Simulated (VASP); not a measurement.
Set up this calculation in VASP 6.6.1, as the native input.

- Task: relaxation of cell and atoms
- Functional: PBE
- Potentials or basis: VASP PAW PBE potentials, release 64 (Hg, Te)
- Cutoff: 600 eV
- k mesh: 12 × 12 × 12
- Occupations: gaussian, width 0.1 eV
- Spin: no spin polarisation
- Dipole correction: no
- Further INCAR settings: ALGO = Normal; EDIFF = 1e-06; IBRION = 2; EDIFFG = -0.005; NSW = 100; ISIF = 3

The structure of HgTe lies in POSCAR:

```
HgTe
1.0
    0.0000000000      3.3247980849      3.3247980849
    3.3247980849      0.0000000000      3.3247980849
    3.3247980849      3.3247980849      0.0000000000
Hg Te
1 1
Direct
    0.0000000000      0.0000000000      0.0000000000
    0.7500000000      0.7500000000      0.7500000000
```

These files were run (other wordings do the same):

INCAR

```
SYSTEM = HgTe
ALGO = Normal
EDIFF = 1E-6
EDIFFG = -0.005
ENCUT = 600
GGA = PE
IBRION = 2
ISIF = 3
ISMEAR = 0
LASPH = .TRUE.
LCHARG = .FALSE.
LREAL = .FALSE.
LWAVE = .FALSE.
NELM = 60
NSW = 100
PREC = Accurate
SIGMA = 0.1
```

KPOINTS

```
k-points
0
G
  12 12 12
  0 0 0
```

Potentials or basis: VASP PAW PBE potentials, release 64 (Hg, Te).

The run is started by

```console
$ cat potpaw_PBE.64/Hg/POTCAR potpaw_PBE.64/Te/POTCAR > POTCAR
$ mpirun -np 1 vasp_std > vasp.out
```

It gave:

The relaxed volume is 36.86 Å³/atom, the relaxed cell is a = 4.706 Å, b = 4.706 Å, c = 4.706 Å, α = 60.00°, β = 60.00°, γ = 60.00° and the space group after relaxing (to 0.05 Å) is F-43m (No. 216). The energy gained by relaxing is 0.0 meV/atom. The ionic steps are 2, the pressure after relaxing is 0.0 GPa and the band gap on the k mesh is zero (filled and empty bands touch).

Caveat: spin-orbit coupling is left out, which moves the levels of the heavy elements.

Wall time 2 min on 1 thread of Intel(R) Xeon(R) Platinum 8175M CPU @ 2.50GHz (Skylake/Cascade Lake), with other jobs on the host, peak memory 0.31 GiB.
